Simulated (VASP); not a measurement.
# Ti (I4/mmm) in VASP: a series of runs

Ti is run at these levels: LDA; tasks: single point.

All numbers are computed with VASP 6.6.1; they aren't measurements. Logs are shortened: lines on timing, memory, paths and dates and some standing lists are left out, and cuts for length are marked.

## Step 1: The cell of the first run

It takes space group I4/mmm (No. 139, tetragonal). The conventional cell has a = 3.014 Å, b = 3.014 Å, c = 4.060 Å, α = 90.00°, β = 90.00°, γ = 90.00°. Within 3.9 Å of Ti (site symmetry 4/mmm) lie 12 Ti at 2.94 to 3.01 Å.

## Step 2: Single point, LDA (strain +0.050 along x and y, +0.000 along z)

File INCAR:

```
PREC     = Accurate       # precision mode
ENCUT    = 520            # plane-wave cutoff, eV
EDIFF    = 1E-7           # SCF threshold, eV
ISMEAR   = 0              # smearing method
SIGMA    = 0.15           # smearing width, eV
LREAL    = F              # projectors in reciprocal space
LASPH    = T              # aspherical terms in the spheres
NELM     = 80             # most SCF steps
ALGO     = Fast           # electronic algorithm
ISIF     = 2              # what is computed and relaxed
LWAVE    = F              # write WAVECAR
LCHARG   = F              # write CHGCAR
GGA      = CA             # functional
NBANDS   = 12             # bands
```

File KPOINTS:

```
regular mesh
0
Gamma
  20 20 20
```

File POSCAR:

```
Ti
1.0
    0.0000000000      2.1315000000      2.0300000000
    2.1315000000      0.0000000000      2.0300000000
    2.1315000000      2.1315000000      0.0000000000
Ti
1
Direct
    0.0000000000      0.0000000000      0.0000000000
```

Potentials or basis: VASP PAW LDA potentials, release 64 (Ti_sv).

The run is started by

```bash
cat potpaw_LDA.64/Ti_sv/POTCAR > POTCAR
mpirun -np 1 vasp_std > vasp.out
```

OUTCAR:

```text
PREC = Accurate
   ENCUT = 520
   EDIFF = 1E-7
   ISMEAR = 0
   LREAL = F
   LASPH = T
   NELM = 80
   ISIF = 2
   GGA = CA

 ion  position               nearest neighbor table
   1  0.000  0.000  0.000-

  LATTYP: Found a body centered tetragonal cell.
 ALAT       =     3.0143962082
 C/A-ratio  =     1.3468700594

  Lattice vectors:

 A1 = (   0.0000000000,  -2.1315000000,  -2.0300000000)
 A2 = (   0.0000000000,   2.1315000000,  -2.0300000000)
 A3 = (   2.1315000000,   0.0000000000,   2.0300000000)

Analysis of symmetry for initial positions (statically):
=====================================================================
 Subroutine PRICEL returns:
 Original cell was already a primitive cell.

 Routine SETGRP: Setting up the symmetry group for a
 body centered tetragonal supercell.

 Subroutine GETGRP returns: Found 16 space group operations
 (whereof 16 operations were pure point group operations)
 out of a pool of 16 trial point group operations.

The static configuration has the point symmetry D_4h.

Analysis of symmetry for dynamics (positions and initial velocities):
=====================================================================
 Subroutine PRICEL returns:
 Original cell was already a primitive cell.

 Routine SETGRP: Setting up the symmetry group for a
 body centered tetragonal supercell.

 Subroutine GETGRP returns: Found 16 space group operations
 (whereof 16 operations were pure point group operations)
 out of a pool of 16 trial point group operations.

The dynamic configuration has the point symmetry D_4h.

 Subroutine INISYM returns: Found 16 space group operations
 (whereof 16 operations are pure point group operations),
 and found     1 'primitive' translations

----------------------------------------------------------------------------------------

                                     Primitive cell

  volume of cell :      18.4458

  direct lattice vectors                    reciprocal lattice vectors
     0.000000000  2.131500000  2.030000000    -0.234576589  0.234576589  0.246305419
     2.131500000  0.000000000  2.030000000     0.234576589 -0.234576589  0.246305419
     2.131500000  2.131500000  0.000000000     0.234576589  0.234576589 -0.246305419

  length of vectors
     2.943500000  2.943500000  3.014396208     0.413181209  0.413181209  0.413181209

  position of ions in fractional coordinates (direct lattice)
     0.000000000  0.000000000  0.000000000

[... 82 lines left out ...]
   ISYM   =      2    0-nonsym 1-usesym 2-fastsym
   POTIM  = 0.5000    time-step for ionic-motion
   TEBEG  =    0.0;   TEEND  =   0.0 temperature during run
   PSTRESS=    0.0 pullay stress
   NELECT =      12.0000    total number of electrons
   NUPDOWN=      -1.0000    fix difference up-down
   EMIN   =  10.00;   EMAX   =-10.00  energy-range for DOS
   EFERMI =   0.00;   METHOD = LEGACY
   ISMEAR =     0;   SIGMA  =   0.15  broadening in eV -4-tet -1-fermi 0-gaus
   EFERMI_NEDOS =   21; number of points for ismear=-14 and -15
   IALGO  =     68    algorithm
   IMIX   =      4    mixing-type and parameters
     AMIX     =   0.40;   BMIX     =  1.00
     AMIX_MAG =   1.60;   BMIX_MAG =  1.00
  volume/ion in A,a.u.               =      18.45       124.48
  Fermi-wavevector in a.u.,A,eV,Ry     =   1.418523  2.680620 27.377740  2.012207
  Thomas-Fermi vector in A             =   2.539639
   LORBIT       =      0    0 simple, 1 ext, 2 COOP (PROOUT), +10 PAW based schemes
   GGA     = CA    functional components
   LHFCALC =     F    Hartree Fock is set to
   AEXX    =    0.0000 exact exchange contribution
   IVDW    =     0    specifies the selected vdW correction
   LEPSILON=     F    determine dielectric tensor
   LRPA    =     F    only Hartree local field effects (RPA)
 non-spin polarized calculation
 RMM-DIIS sequential band-by-band and
 Gauss-broadening in eV      SIGMA  =   0.15
  energy-cutoff  :      520.00
  volume of cell :       18.45
 maximum number of plane-waves:       523
 NGX is ok and might be reduce to    24
   NGX = 11   NGY = 11   NGZ = 11

 number of electron      11.9999998 magnetization

 Free energy of the ion-electron system (eV)
  ---------------------------------------------------
  ext. energy  EPLUGINS =         0.00000000
  ---------------------------------------------------
  free energy    TOTEN  =        -8.39238646 eV

  energy without entropy =       -8.37021147  energy(sigma->0) =       -8.38129897

 E-fermi :   7.3544     XC(G=0): -11.4991

 val. band max:        7.3527896223   @ k =  -0.2000   0.3000   0.1500
 cond. band min:       7.3549603465   @ k =  -0.4500   0.3000   0.1500
 fundamental gap:      0.0021707242
 Fermi energy:         7.3544335902

 k-point     1 :       0.0000    0.0000    0.0000
  band No.  band energies     occupation
      1     -48.7597      2.00000
      2     -25.0565      2.00000
      3     -25.0565      2.00000
      4     -25.0485      2.00000
      5       1.4866      2.00000
      6       8.0594      0.00000
      7       8.0594      0.00000
      8       8.4049      0.00000
      9       9.4278      0.00000
     10       9.8209      0.00000
     11      22.4160      0.00000
     12      26.1437      0.00000
[... 331 lines left out ...]
 k-point    24 :      -0.3500    0.0500    0.0000
  band No.  band energies     occupation
      1     -48.6746      2.00000
      2     -25.5225      2.00000
      3     -25.1306      2.00000
      4     -25.1136      2.00000
      5       4.4732      2.00000
      6       7.3933      0.71388
      7       8.0372      0.00000
      8       8.3340      0.00000
      9      10.1716      0.00000
     10      10.4445      0.00000
     11      16.7580      0.00000
     12      22.1719      0.00000

 [... further k-points ...]

------------------------ aborting loop because EDIFF is reached ----------------------------------------

  FORCE on cell =-STRESS in cart. coord.  units (eV):
  Direction    XX          YY          ZZ          XY          YZ          ZX
  --------------------------------------------------------------------------------------
  -------------------------------------------------------------------------------------
  Total       -1.5979048     -1.5979048     -1.4274352      0.0000000      0.0000000      0.0000000
  in kB     -138.7921061   -138.7921061   -123.9853258      0.0000000      0.0000000      0.0000000
  external PRESSURE =    -133.8565127 kB  Pullay stress =       0.0000000 kB

 VOLUME and BASIS-vectors are now :
 -----------------------------------------------------------------------------
  energy-cutoff  :      520.00
  volume of cell :       18.45
      direct lattice vectors                 reciprocal lattice vectors
     0.000000000  2.131500000  2.030000000    -0.234576589  0.234576589  0.246305419
     2.131500000  0.000000000  2.030000000     0.234576589 -0.234576589  0.246305419
     2.131500000  2.131500000  0.000000000     0.234576589  0.234576589 -0.246305419

 POSITION                                       TOTAL-FORCE (eV/Angst)
 -----------------------------------------------------------------------------------
      0.00000      0.00000      0.00000         0.000000     -0.000000      0.000000
 -----------------------------------------------------------------------------------
    total drift:                                0.000000     -0.000000     -0.000000

  FREE ENERGIE OF THE ION-ELECTRON SYSTEM (eV)
  ---------------------------------------------------
  free  energy   TOTEN  =        -8.3923864627 eV

  energy  without entropy=       -8.3702114704  energy(sigma->0) =       -8.38129897
```

OSZICAR:

```text
N       E                     dE             d eps       ncg     rms          rms(c)
DAV:   1     0.858109892182E+02    0.85811E+02   -0.65447E+03 15408   0.118E+03
[... 16 lines left out ...]
RMM:  18    -0.839240291881E+01   -0.20506E-06   -0.16819E-05 21443   0.198E-02    0.812E-02
RMM:  19    -0.839240445467E+01   -0.15359E-05   -0.82866E-06 19997   0.136E-02    0.838E-02
RMM:  20    -0.839239331328E+01    0.11141E-04   -0.12333E-05 23768   0.357E-02    0.578E-02
RMM:  21    -0.839238652861E+01    0.67847E-05   -0.28118E-05 25900   0.566E-02    0.167E-02
RMM:  22    -0.839238628871E+01    0.23989E-06   -0.66242E-06 22094   0.264E-02    0.474E-03
RMM:  23    -0.839238653113E+01   -0.24242E-06   -0.16350E-06 19925   0.118E-02    0.771E-03
RMM:  24    -0.839238646272E+01    0.68408E-07   -0.59739E-07 14960   0.527E-03
   1 F= -.83923865E+01 E0= -.83812990E+01  d E =-.221750E-01
```

stdout:

```text
POSCAR found type information on POSCAR Ti
 POSCAR found :  1 types and       1 ions
 scaLAPACK will be used
 LDA part: xc-table for (Slater(with rela. corr.)+CA(PZ))
 , standard interpolation
 POSCAR, INCAR and KPOINTS ok, starting setup
 FFT: planning ... GRIDC
 FFT: planning ... GRID_SOFT
 FFT: planning ... GRID
 WAVECAR not read
 entering main loop
WARNING in EDDRMM: call to ZHEGV failed, returncode =   8  4      6
WARNING in EDDRMM: call to ZHEGV failed, returncode =   8  4      6
WARNING in EDDRMM: call to ZHEGV failed, returncode =   8  4     12
WARNING in EDDRMM: call to ZHEGV failed, returncode =   8  4     12
WARNING in EDDRMM: call to ZHEGV failed, returncode =   6  3      7
WARNING in EDDRMM: call to ZHEGV failed, returncode =   6  3      6
WARNING in EDDRMM: call to ZHEGV failed, returncode =   6  3      9
WARNING in EDDRMM: call to ZHEGV failed, returncode =   8  4      8
WARNING in EDDRMM: call to ZHEGV failed, returncode =   6  3     11
WARNING in EDDRMM: call to ZHEGV failed, returncode =   6  3      6
[... 9 lines left out ...]
WARNING in EDDRMM: call to ZHEGV failed, returncode =   6  3      5
WARNING in EDDRMM: call to ZHEGV failed, returncode =   8  4      8
WARNING in EDDRMM: call to ZHEGV failed, returncode =   8  4      5
WARNING in EDDRMM: call to ZHEGV failed, returncode =   8  4     12
WARNING in EDDRMM: call to ZHEGV failed, returncode =   6  3     11
WARNING in EDDRMM: call to ZHEGV failed, returncode =   6  3      5
WARNING in EDDRMM: call to ZHEGV failed, returncode =   6  3     10
WARNING in EDDRMM: call to ZHEGV failed, returncode =   6  3      5
WARNING in EDDRMM: call to ZHEGV failed, returncode =   6  3     10
WARNING in EDDRMM: call to ZHEGV failed, returncode =   6  3      5
```

Run time: 2.3 min. Hardware: 1 thread of Intel Xeon Platinum 8559C (Emerald Rapids), shared host; peak memory 0.24 GiB.

Results:

```
Free energy            : -8.3924 eV
Pressure               : -13.4 GPa
Band gap on the k mesh : zero (band 6 reaches 8.10 eV, above the bottom of band 7 at 6.93 eV)
```

Caveat: the cell differs from its parent crystal (strain +0.050 along x and y, +0.000 along z).

## Step 3: Single point, LDA (strain +0.050 along x and y, -0.050 along z)

File INCAR:

```
SYSTEM = Ti
PREC = Accurate
ENCUT = 520
EDIFF = 1E-6
ISMEAR = 0
SIGMA = 0.15
LREAL = .FALSE.
LASPH = .TRUE.
NELM = 80
ALGO = Fast
ISIF = 2
LWAVE = .FALSE.
LCHARG = .TRUE.
LELF = .TRUE.
LVHAR = .TRUE.
NBANDS = 12
```

File KPOINTS:

```
Automatic mesh
0
G
  20 20 20
  0 0 0
```

File POSCAR:

```
Ti
1.0
    0.0000000000      2.1315000000      1.9285000000
    2.1315000000      0.0000000000      1.9285000000
    2.1315000000      2.1315000000      0.0000000000
Ti
1
Direct
    0.0000000000      0.0000000000      0.0000000000
```

Potentials or basis: VASP PAW LDA potentials, release 64 (Ti_sv).

The run is started by

```bash
cat potpaw_LDA.64/Ti_sv/POTCAR > POTCAR
mpirun -np 1 vasp_std > vasp.out
```

OUTCAR:

```text
SYSTEM = Ti
   PREC = Accurate
   ENCUT = 520
   EDIFF = 1E-6
   ISMEAR = 0
   LREAL = .FALSE.
   LASPH = .TRUE.
   NELM = 80
   ISIF = 2

 ion  position               nearest neighbor table
   1  0.000  0.000  0.000-

  LATTYP: Found a body centered tetragonal cell.
 ALAT       =     3.0143962082
 C/A-ratio  =     1.2795265564

  Lattice vectors:

 A1 = (   0.0000000000,  -2.1315000000,  -1.9285000000)
 A2 = (   0.0000000000,   2.1315000000,  -1.9285000000)
 A3 = (   2.1315000000,   0.0000000000,   1.9285000000)

Analysis of symmetry for initial positions (statically):
=====================================================================
 Subroutine PRICEL returns:
 Original cell was already a primitive cell.

 Routine SETGRP: Setting up the symmetry group for a
 body centered tetragonal supercell.

 Subroutine GETGRP returns: Found 16 space group operations
 (whereof 16 operations were pure point group operations)
 out of a pool of 16 trial point group operations.

The static configuration has the point symmetry D_4h.

Analysis of symmetry for dynamics (positions and initial velocities):
=====================================================================
 Subroutine PRICEL returns:
 Original cell was already a primitive cell.

 Routine SETGRP: Setting up the symmetry group for a
 body centered tetragonal supercell.

 Subroutine GETGRP returns: Found 16 space group operations
 (whereof 16 operations were pure point group operations)
 out of a pool of 16 trial point group operations.

The dynamic configuration has the point symmetry D_4h.

 Subroutine INISYM returns: Found 16 space group operations
 (whereof 16 operations are pure point group operations),
 and found     1 'primitive' translations

----------------------------------------------------------------------------------------

                                     Primitive cell

  volume of cell :      17.5235

  direct lattice vectors                    reciprocal lattice vectors
[... 115 lines left out ...]
   LRPA    =     F    only Hartree local field effects (RPA)
 non-spin polarized calculation
 RMM-DIIS sequential band-by-band and
 Gauss-broadening in eV      SIGMA  =   0.15
  energy-cutoff  :      520.00
  volume of cell :       17.52
 maximum number of plane-waves:       491
 NGX is ok and might be reduce to    24
   NGX = 11   NGY = 11   NGZ = 11

 number of electron      12.0000001 magnetization

 Free energy of the ion-electron system (eV)
  ---------------------------------------------------
  ext. energy  EPLUGINS =         0.00000000
  ---------------------------------------------------
  free energy    TOTEN  =        -8.45036394 eV

  energy without entropy =       -8.42743608  energy(sigma->0) =       -8.43890001

 E-fermi :   7.8649     XC(G=0): -11.7415

 val. band max:        7.8639649270   @ k =   0.3000   0.0500   0.0000
 cond. band min:       7.8672220412   @ k =  -0.2000   0.0000   0.1000
 fundamental gap:      0.0032571142
 Fermi energy:         7.8648629810

 k-point     1 :       0.0000    0.0000    0.0000
  band No.  band energies     occupation
      1     -48.1430      2.00000
      2     -24.3855      2.00000
      3     -24.3855      2.00000
      4     -24.3722      2.00000
      5       1.8938      2.00000
      6       8.5322      0.00000
      7       8.5322      0.00000
      8       9.2492      0.00000
      9       9.8445      0.00000
     10      10.6571      0.00000
     11      23.3498      0.00000
     12      26.7958      0.00000
[... 331 lines left out ...]
 k-point    24 :      -0.3500    0.0500    0.0000
  band No.  band energies     occupation
      1     -48.0376      2.00000
      2     -24.9343      2.00000
      3     -24.4910      2.00000
      4     -24.4326      2.00000
      5       4.9260      2.00000
      6       7.9599      0.37020
      7       8.3887      0.00000
      8       9.1305      0.00000
      9      10.9175      0.00000
     10      11.1107      0.00000
     11      17.9177      0.00000
     12      22.9588      0.00000

 [... further k-points ...]

------------------------ aborting loop because EDIFF is reached ----------------------------------------

  FORCE on cell =-STRESS in cart. coord.  units (eV):
  Direction    XX          YY          ZZ          XY          YZ          ZX
  --------------------------------------------------------------------------------------
  -------------------------------------------------------------------------------------
  Total       -1.1361751     -1.1361751     -0.8443913      0.0000000      0.0000000      0.0000000
  in kB     -103.8808593   -103.8808593    -77.2029732      0.0000000      0.0000000      0.0000000
  external PRESSURE =     -94.9882306 kB  Pullay stress =       0.0000000 kB

 VOLUME and BASIS-vectors are now :
 -----------------------------------------------------------------------------
  energy-cutoff  :      520.00
  volume of cell :       17.52
      direct lattice vectors                 reciprocal lattice vectors
     0.000000000  2.131500000  1.928500000    -0.234576589  0.234576589  0.259268862
     2.131500000  0.000000000  1.928500000     0.234576589 -0.234576589  0.259268862
     2.131500000  2.131500000  0.000000000     0.234576589  0.234576589 -0.259268862

 POSITION                                       TOTAL-FORCE (eV/Angst)
 -----------------------------------------------------------------------------------
      0.00000      0.00000      0.00000         0.000000      0.000000      0.000000
 -----------------------------------------------------------------------------------
    total drift:                                0.000000      0.000000     -0.000000

  FREE ENERGIE OF THE ION-ELECTRON SYSTEM (eV)
  ---------------------------------------------------
  free  energy   TOTEN  =        -8.4503639442 eV

  energy  without entropy=       -8.4274360835  energy(sigma->0) =       -8.43890001
```

OSZICAR:

```text
N       E                     dE             d eps       ncg     rms          rms(c)
DAV:   1     0.860641209337E+02    0.86064E+02   -0.65349E+03 15444   0.119E+03
DAV:   2    -0.519245481610E+01   -0.91257E+02   -0.88900E+02 15712   0.295E+02
DAV:   3    -0.943886164486E+01   -0.42464E+01   -0.41991E+01 21464   0.646E+01
[... 12 lines left out ...]
RMM:  16    -0.845035994008E+01   -0.64614E-05   -0.69567E-05 20934   0.485E-02    0.378E-02
RMM:  17    -0.845036177757E+01   -0.18375E-05   -0.34035E-05 19268   0.403E-02    0.252E-02
RMM:  18    -0.845036251635E+01   -0.73878E-06   -0.21667E-05 19216   0.374E-02    0.104E-02
RMM:  19    -0.845036345217E+01   -0.93581E-06   -0.10691E-05 15939   0.207E-02    0.730E-03
RMM:  20    -0.845036394423E+01   -0.49206E-06   -0.62031E-06 15107   0.174E-02
   1 F= -.84503639E+01 E0= -.84389000E+01  d E =-.229279E-01
```

Wall time 94 s (1 thread of Intel Xeon Platinum 8559C (Emerald Rapids), shared host); peak memory 0.23 GiB.

What came out:

| Property | Result |
| --- | --- |
| Free energy | -8.4504 eV |
| Pressure | -9.5 GPa |
| Band gap on the k mesh | zero (band 6 reaches 8.70 eV, above the bottom of band 7 at 7.36 eV) |

Caveat: the cell differs from its parent crystal (strain +0.050 along x and y, -0.050 along z).
